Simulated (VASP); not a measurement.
# ScBSbP3 (Cmmm) in VASP: notebook

Runs on ScBSbP3. Level: PBE. Tasks: single point.

Program: VASP 6.6.1. These are calculated values, not measurements. Logs are shortened: lines on timing, memory, paths and dates and some standing lists are left out, and cuts for length are marked.

**1. The cell of the first run**

The structure is orthorhombic, space group Cmmm (No. 65). The conventional cell has a = 5.202 Å, b = 6.495 Å, c = 8.013 Å, α = 90.00°, β = 90.00°, γ = 90.00°. Sc (site symmetry mmm) has 2 P at 1.71 Å within 2.3 Å. Within 3.4 Å of B (site symmetry mmm) lie 4 Sb at 2.60 to 3.25 Å. Sb (site symmetry mmm) has 4 B at 2.60 to 3.25 Å within 3.4 Å. Within 2.1 Å of P (site symmetry mmm) lie 2 P at 1.54 Å. Within 2.1 Å of P (site symmetry m2m) lie 1 P at 1.54 Å and 1 Sc at 1.71 Å.

**2. Single point, PBE**

Input file INCAR:

```
PREC = Accurate ; ENCUT = 520
EDIFF = 1E-6 ; ISMEAR = 0
SIGMA = 0.1 ; LREAL = False
LASPH = True ; NELM = 80
ALGO = Normal ; ISIF = 2
LWAVE = False ; LCHARG = False
GGA = PE ; NBANDS = 26
```

Input file KPOINTS:

```
regular mesh
0
Gamma
  4 4 2
```

Input file POSCAR:

```
ScBSbP3
1.0
    2.6009420800     -3.2474849300      0.0000000000
    2.6009420800      3.2474849300      0.0000000000
    0.0000000000      0.0000000000      8.0125519700
Sc B Sb P
1 1 1 3
Direct
    0.5000000000      0.5000000000      0.5000000000
    0.0000000000      0.0000000000      0.0000000000
    0.5000000000      0.5000000000      0.0000000000
    0.0000000000      0.0000000000      0.5000000000
    0.2370213700      0.7629786300      0.5000000000
    0.7629786300      0.2370213700      0.5000000000
```

Potentials or basis: VASP PAW PBE potentials, release 64 (Sc_sv, B, Sb, P).

Started as:

```console
cat potpaw_PBE.64/Sc_sv/POTCAR potpaw_PBE.64/B/POTCAR potpaw_PBE.64/Sb/POTCAR potpaw_PBE.64/P/POTCAR > POTCAR
mpirun -np 1 vasp_std > vasp.out
```

OUTCAR:

```text
PREC = Accurate
   ENCUT = 520
   EDIFF = 1E-6
   ISMEAR = 0
   LREAL = False
   LASPH = True
   NELM = 80
   ISIF = 2
   GGA = PE

 ion  position               nearest neighbor table
   1  0.500  0.500  0.500-   5 1.71   6 1.71   4 2.60   4 2.60   5 3.02   5 3.02   6 3.02   6 3.02

   2  0.000  0.000  0.000-   3 2.60   3 2.60
   3  0.500  0.500  0.000-   2 2.60   2 2.60
   4  0.000  0.000  0.500-   5 1.54   6 1.54   1 2.60   1 2.60
   5  0.237  0.763  0.500-   4 1.54   1 1.71   6 2.61   6 2.61   1 3.02   1 3.02
   6  0.763  0.237  0.500-   4 1.54   1 1.71   5 2.61   5 2.61   1 3.02   1 3.02

  LATTYP: Found a base centered orthorhombic cell.
 ALAT       =     5.2018841600
 B/A-ratio  =     1.2485802567
 C/A-ratio  =     1.5403172627

  Lattice vectors:

 A1 = (   2.6009420800,  -3.2474849300,   0.0000000000)
 A2 = (   2.6009420800,   3.2474849300,   0.0000000000)
 A3 = (   0.0000000000,   0.0000000000,   8.0125519700)

Analysis of symmetry for initial positions (statically):
=====================================================================
 Subroutine PRICEL returns:
 Original cell was already a primitive cell.

 Routine SETGRP: Setting up the symmetry group for a
 base centered orthorhombic supercell.

 Subroutine GETGRP returns: Found  8 space group operations
 (whereof  8 operations were pure point group operations)
 out of a pool of  8 trial point group operations.

The static configuration has the point symmetry D_2h.

Analysis of symmetry for dynamics (positions and initial velocities):
=====================================================================
 Subroutine PRICEL returns:
 Original cell was already a primitive cell.

 Routine SETGRP: Setting up the symmetry group for a
 base centered orthorhombic supercell.

 Subroutine GETGRP returns: Found  8 space group operations
 (whereof  8 operations were pure point group operations)
 out of a pool of  8 trial point group operations.

The dynamic configuration has the point symmetry D_2h.

 Subroutine INISYM returns: Found  8 space group operations
 (whereof  8 operations are pure point group operations),
 and found     1 'primitive' translations

----------------------------------------------------------------------------------------

                                     Primitive cell

  volume of cell :     135.3564

  direct lattice vectors                    reciprocal lattice vectors
     2.600942080 -3.247484930  0.000000000     0.192238037 -0.153965303  0.000000000
     2.600942080  3.247484930  0.000000000     0.192238037  0.153965303  0.000000000
     0.000000000  0.000000000  8.012551970     0.000000000  0.000000000  0.124804183

  length of vectors
     4.160655967  4.160655967  8.012551970     0.246294087  0.246294087  0.124804183

  position of ions in fractional coordinates (direct lattice)
     0.500000000  0.500000000  0.500000000
     0.000000000  0.000000000  0.000000000
     0.500000000  0.500000000  0.000000000
     0.000000000  0.000000000  0.500000000
     0.237021370  0.762978630  0.500000000
     0.762978630  0.237021370  0.500000000

  ion indices of the primitive-cell ions
   primitive index   ion index
                 1           1
                 2           2
                 3           3
                 4           4
                 5           5
                 6           6

----------------------------------------------------------------------------------------

 KPOINTS: regular mesh

Automatic generation of k-mesh.
 Grid dimensions read from file:
 generate k-points for:    4    4    2

 Generating k-lattice:

  Cartesian coordinates                     Fractional coordinates (reciprocal lattice)
     0.048059509 -0.038491326  0.000000000     0.250000000  0.000000000  0.000000000
     0.048059509  0.038491326  0.000000000     0.000000000  0.250000000  0.000000000
     0.000000000  0.000000000  0.062402091     0.000000000  0.000000000  0.500000000

  Length of vectors
     0.061573522  0.061573522  0.062402091

  Shift w.r.t. Gamma in fractional coordinates (k-lattice)
     0.000000000  0.000000000  0.000000000

 Subroutine IBZKPT returns following result:
 ===========================================

 Found     14 irreducible k-points:

 Following reciprocal coordinates:
            Coordinates               Weight
  0.000000  0.000000  0.000000      1.000000
  0.250000  0.000000  0.000000      4.000000
  0.500000  0.000000  0.000000      2.000000
  0.250000  0.250000  0.000000      2.000000
  0.500000  0.250000  0.000000      4.000000
 -0.250000  0.250000  0.000000      2.000000
  0.500000  0.500000  0.000000      1.000000
  0.000000  0.000000  0.500000      1.000000
  0.250000  0.000000  0.500000      4.000000
  0.500000  0.000000  0.500000      2.000000
  0.250000  0.250000  0.500000      2.000000
  0.500000  0.250000  0.500000      4.000000
 -0.250000  0.250000  0.500000      2.000000
  0.500000  0.500000  0.500000      1.000000
   k-points           NKPTS =     14   k-points in BZ     NKDIM =     14   number of bands    NBANDS=     26
   number of dos      NEDOS =    301   number of ions     NIONS =      6
   total plane-waves  NPLWV =  61440
   dimension x,y,z NGX =    32 NGY =   32 NGZ =   60
   dimension x,y,z NGXF=    64 NGYF=   64 NGZF=  120
   ions per type =               1   1   1   3
   NGX,Y,Z   is equivalent  to a cutoff of  12.79, 12.79, 12.45 a.u.
   NGXF,Y,Z  is equivalent  to a cutoff of  25.57, 25.57, 24.90 a.u.
 SYSTEM =  unknown system
   PREC   = accura    normal or accurate (medium, high low for compatibility)
   ISTART =      0    job   : 0-new  1-cont  2-samecut
   ICHARG =      2    charge: 1-file 2-atom 10-const
   ISPIN  =      1    spin polarized calculation?
   LNONCOLLINEAR =      F non collinear calculations
   LSORBIT =      F    spin-orbit coupling
   LASPH  =      T    aspherical Exc in radial PAW
   ENCUT  =  520.0 eV  38.22 Ry    6.18 a.u.   7.74  7.74 14.90*2*pi/ulx,y,z
   NELM   =     80;   NELMIN=  2; NELMDL= -5     # of ELM steps
   EDIFF  = 0.1E-05   stopping-criterion for ELM
   LREAL  =      F    real-space projection
   EDIFFG = 0.1E-04   stopping-criterion for IOM
   NSW    =      0    number of steps for IOM
   IBRION =     -1    ionic relax: 0-MD 1-quasi-New 2-CG
   NFREE  =      0    steps in history (QN), initial steepest desc. (CG)
   ISIF   =      2    stress and relaxation
   ISYM   =      2    0-nonsym 1-usesym 2-fastsym
   POTIM  = 0.5000    time-step for ionic-motion
   TEBEG  =    0.0;   TEEND  =   0.0 temperature during run
   PSTRESS=    0.0 pullay stress
   NELECT =      34.0000    total number of electrons
   NUPDOWN=      -1.0000    fix difference up-down
   EMIN   =  10.00;   EMAX   =-10.00  energy-range for DOS
   EFERMI =   0.00;   METHOD = LEGACY
   ISMEAR =     0;   SIGMA  =   0.10  broadening in eV -4-tet -1-fermi 0-gaus
   EFERMI_NEDOS =   21; number of points for ismear=-14 and -15
   IALGO  =     38    algorithm
   IMIX   =      4    mixing-type and parameters
     AMIX     =   0.40;   BMIX     =  1.00
     AMIX_MAG =   1.60;   BMIX_MAG =  1.00
  volume/ion in A,a.u.               =      22.56       152.24
  Fermi-wavevector in a.u.,A,eV,Ry     =   1.032940  1.951973 14.516928  1.066964
  Thomas-Fermi vector in A             =   2.167162
   LORBIT       =      0    0 simple, 1 ext, 2 COOP (PROOUT), +10 PAW based schemes
   GGA     = PE    functional components
   LHFCALC =     F    Hartree Fock is set to
   AEXX    =    0.0000 exact exchange contribution
   IVDW    =     0    specifies the selected vdW correction
   LEPSILON=     F    determine dielectric tensor
   LRPA    =     F    only Hartree local field effects (RPA)
 non-spin polarized calculation
 Gauss-broadening in eV      SIGMA  =   0.10
  energy-cutoff  :      520.00
  volume of cell :      135.36
 maximum number of plane-waves:      3666
 NGX is ok and might be reduce to    32
   NGX = 15   NGY = 15   NGZ = 29

 number of electron      34.0000001 magnetization

 Free energy of the ion-electron system (eV)
  ---------------------------------------------------
  ext. energy  EPLUGINS =         0.00000000
  ---------------------------------------------------
  free energy    TOTEN  =        -3.01411121 eV

  energy without entropy =       -2.98507690  energy(sigma->0) =       -2.99959405

 E-fermi :   4.2519     XC(G=0):  -8.7834

 val. band max:        4.1732501719   @ k =   0.2500   0.0000   0.5000
 cond. band min:       4.2627469627   @ k =   0.5000   0.2500   0.0000
 fundamental gap:      0.0894967907
 Fermi energy:         4.2519353750

 k-point     1 :       0.0000    0.0000    0.0000
  band No.  band energies     occupation
      1     -44.0422      2.00000
      2     -24.9784      2.00000
      3     -22.5631      2.00000
      4     -22.4287      2.00000
      5     -13.1220      2.00000
      6      -7.5328      2.00000
[... 18 lines left out ...]
     25       8.0487      0.00000
     26       8.5440      0.00000

 k-point     2 :       0.2500    0.0000    0.0000
  band No.  band energies     occupation
      1     -44.0407      2.00000
      2     -25.0005      2.00000
      3     -22.5834      2.00000
      4     -22.4264      2.00000
      5     -12.7523      2.00000
      6      -8.4483      2.00000
[... 18 lines left out ...]
     25       8.5147      0.00000
     26       8.8418      0.00000

 k-point     3 :       0.5000    0.0000    0.0000
  band No.  band energies     occupation
      1     -44.0393      2.00000
      2     -25.0227      2.00000
      3     -22.6027      2.00000
      4     -22.4242      2.00000
      5     -12.2684      2.00000
      6      -9.3026      2.00000
[... 282 lines left out ...]
 k-point    13 :      -0.2500    0.2500    0.5000
  band No.  band energies     occupation
      1     -44.0394      2.00000
      2     -25.0230      2.00000
      3     -22.5855      2.00000
      4     -22.4245      2.00000
      5     -12.5197      2.00000
      6      -8.9338      2.00000
[... 18 lines left out ...]
     25       9.2236      0.00000
     26       9.5488      0.00000

 k-point    14 :       0.5000    0.5000    0.5000
  band No.  band energies     occupation
      1     -44.0368      2.00000
      2     -25.0615      2.00000
      3     -22.6077      2.00000
      4     -22.4204      2.00000
      5     -12.1423      2.00000
      6      -9.1938      2.00000
[... 18 lines left out ...]
     25       7.4839      0.00000
     26       8.5902      0.00000

------------------------ aborting loop because EDIFF is reached ----------------------------------------

  FORCE on cell =-STRESS in cart. coord.  units (eV):
  Direction    XX          YY          ZZ          XY          YZ          ZX
  --------------------------------------------------------------------------------------
  -------------------------------------------------------------------------------------
  Total       -0.5738897    182.4948219     -3.7922107      0.0000000      0.0000000      0.0000000
  in kB       -6.7929798   2160.1427317    -44.8873910      0.0000000      0.0000000      0.0000000
  external PRESSURE =     702.8207870 kB  Pullay stress =       0.0000000 kB

 VOLUME and BASIS-vectors are now :
 -----------------------------------------------------------------------------
  energy-cutoff  :      520.00
  volume of cell :      135.36
      direct lattice vectors                 reciprocal lattice vectors
     2.600942080 -3.247484930  0.000000000     0.192238037 -0.153965303  0.000000000
     2.600942080  3.247484930  0.000000000     0.192238037  0.153965303  0.000000000
     0.000000000  0.000000000  8.012551970     0.000000000  0.000000000  0.124804183

 POSITION                                       TOTAL-FORCE (eV/Angst)
 -----------------------------------------------------------------------------------
      2.60094      0.00000      4.00628         0.000000      0.000000     -0.000000
      0.00000      0.00000      0.00000        -0.000000      0.000000     -0.000000
      2.60094      0.00000      0.00000         0.000000      0.000000     -0.000000
      0.00000      0.00000      4.00628         0.000000      0.000000     -0.000000
      2.60094      1.70804      4.00628         0.000000    -13.105305      0.000000
      2.60094     -1.70804      4.00628         0.000000     13.105305     -0.000000
 -----------------------------------------------------------------------------------
    total drift:                                0.000000      0.000000      0.000000

  FREE ENERGIE OF THE ION-ELECTRON SYSTEM (eV)
  ---------------------------------------------------
  free  energy   TOTEN  =        -3.0141112059 eV

  energy  without entropy=       -2.9850769013  energy(sigma->0) =       -2.99959405
```

It took 1.8 min on 1 thread of Oxide Virtual Turin-like, shared host; peak memory 0.23 GiB.

Results:

```yaml
Free_energy: -3.0141 eV
Pressure: 70.3 GPa
Largest_force: 13.105 eV/Å
Band_gap_on_the_k_mesh: zero (band 17 reaches 5.17 eV, above the bottom of band 18 at 3.77 eV)
```

Forces on the atoms (eV/Å):
```
Sc    0.000   0.000   0.000
B     0.000   0.000   0.000
Sb    0.000   0.000   0.000
P     0.000   0.000   0.000
P     0.000 -13.105   0.000
P     0.000  13.105   0.000
```

Caveat: the k points lie up to 0.39 Å⁻¹ apart; spin-orbit coupling is left out, which moves the levels of the heavy elements; forces of over 1 eV/Å act on the atoms, so gaps and moduli don't describe the material at rest.

**3. Single point, PBE**

This run uses another cell than the first one, of 23.55 Å³/atom, 1.044 times its volume.

Input file INCAR:

```
SYSTEM = ScBSbP3
ALGO     = Normal         ! electronic algorithm
EDIFF    = 1E-6           ! SCF threshold, eV
ENCUT    = 520            ! plane-wave cutoff, eV
GGA      = PE             ! functional
ISIF     = 2              ! what is computed and relaxed
ISMEAR   = 0              ! smearing method
LASPH    = .True.         ! aspherical terms in the spheres
LCHARG   = .True.         ! write CHGCAR
LELF     = .True.         ! ELF
LREAL    = .False.        ! projectors in reciprocal space
LVHAR    = .True.       
LWAVE    = .False.        ! write WAVECAR
NBANDS   = 26             ! bands
NELM     = 60             ! most SCF steps
PREC     = Accurate       ! precision mode
SIGMA    = 0.1            ! smearing width, eV
```

Input file KPOINTS:

```
k-points
0
Gamma
  4 4 2
  0 0 0
```

Input file POSCAR:

```
ScBSbP3
1.0
    2.4549804793     -5.0319860832      0.0000000000
    2.4549804793      5.0319860832      0.0000000000
    0.0000000000      0.0000000000      5.7196832439
Sc B Sb P
1 1 1 3
Direct
    0.5000000000      0.5000000000      0.5000000000
    0.0000000000      0.0000000000      0.0000000000
    0.5000000000      0.5000000000      0.0000000000
    0.0000000000      0.0000000000      0.5000000000
    0.2277825899      0.7722174101      0.5000000000
    0.7722174101      0.2277825899      0.5000000000
```

Potentials or basis: VASP PAW PBE potentials, release 64 (Sc_sv, B, Sb, P).

Started as:

```console
cat potpaw_PBE.64/Sc_sv/POTCAR potpaw_PBE.64/B/POTCAR potpaw_PBE.64/Sb/POTCAR potpaw_PBE.64/P/POTCAR > POTCAR
mpirun -np 1 vasp_std > vasp.out
```

Wall time 1.8 min (1 thread of Oxide Virtual Turin-like, shared host); peak memory 0.27 GiB.

Results (log left out):

* Free energy: -28.9231 eV
* Pressure: 0.0 GPa
* Largest force: 0.020 eV/Å
* Band gap on the k mesh: zero (band 17 reaches 4.51 eV, above the bottom of band 18 at 3.74 eV)

Forces in eV/Å, atoms in the order of the input:
```
Sc   0.000  0.000  0.000
B    0.000  0.000  0.000
Sb   0.000  0.000  0.000
P    0.000  0.000  0.000
P    0.000  0.020  0.000
P    0.000 -0.020  0.000
```

Stress tensor (GPa, compression positive):
```
 0.04  0.00  0.00
 0.00  0.06  0.00
 0.00  0.00 -0.03
```

Levels at points of the mesh, in eV from the Fermi level:
```csv
k point,band 15,band 16,band 17,band 18,band 19,band 20
"(0.00, 0.00, 0.00)",-1.00,-0.52,0.04,0.50,0.52,0.96
"(0.50, 0.00, 0.00)",-0.82,-0.44,0.08,0.50,0.79,1.06
"(0.50, 0.50, 0.00)",-2.04,-1.54,-0.48,-0.25,0.18,0.84
"(0.00, 0.00, 0.50)",-2.24,-1.39,0.08,0.14,0.58,1.71
"(0.50, 0.00, 0.50)",-1.01,-0.98,0.52,0.82,1.06,1.08
"(0.50, 0.50, 0.50)",-2.16,-0.85,-0.50,0.02,0.19,1.65
```

Caveat: the k points lie up to 0.55 Å⁻¹ apart; spin-orbit coupling is left out, which moves the levels of the heavy elements.

(Part 1 of 2 ends here.)
